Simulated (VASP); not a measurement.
Input of a VASP 6.6.1 run:

POSCAR

```
CaF2
1.0
    0.0000000000      2.6352902674      2.6352902674
    2.6352902674      0.0000000000      2.6352902674
    2.6352902674      2.6352902674      0.0000000000
Ca F
1 2
Direct
    0.0000000000      0.0000000000      0.0000000000
    0.2500000000      0.2500000000      0.2500000000
    0.7500000000      0.7500000000      0.7500000000
```

File INCAR.step1:

```
  PREC = Accurate
  ENCUT = 660
  ISMEAR = 0
  SIGMA = 0.02
  LREAL = False
  LASPH = True
  NELM = 120
  NBANDS = 19
  GGA = PE
  ALGO = Normal
  EDIFF = 1E-5
  LWAVE = True
  LCHARG = False
  GGA_COMPAT = False
```

The input INCAR.step2:

```
  PREC = Accurate
  ENCUT = 660
  EDIFF = 1E-6
  ISMEAR = 0
  SIGMA = 0.02
  LREAL = False
  LASPH = True
  NELM = 120
  ALGO = Normal
  ISIF = 2
  LWAVE = False
  LCHARG = True
  METAGGA = R2SCAN
  LMIXTAU = True
  LELF = True
  LVHAR = True
  NBANDS = 19
  ISTART = 1
  GGA_COMPAT = False
```

The input KPOINTS:

```
Automatic mesh
0
Gamma
  8 8 8
```

Potentials or basis: VASP PAW PBE potentials, release 64 (Ca_sv, F).

Launch:

```sh
$ cat potpaw_PBE.64/Ca_sv/POTCAR potpaw_PBE.64/F/POTCAR > POTCAR
$ cp INCAR.step1 INCAR
$ mpirun -np 1 vasp_std > vasp.out
$ cp INCAR.step2 INCAR
$ mpirun -np 1 vasp_std > vasp.out
```

Task: Estimate the pressure.

Result: 11.2 GPa.

Task: What does it give for the band gap on the k mesh?

Result: 8.61 eV, indirect (least direct gap 8.88 eV).

Caveat: the PAW data sets were made with another functional, which shifts forces and pressure a little. A k mesh can miss the band edges.
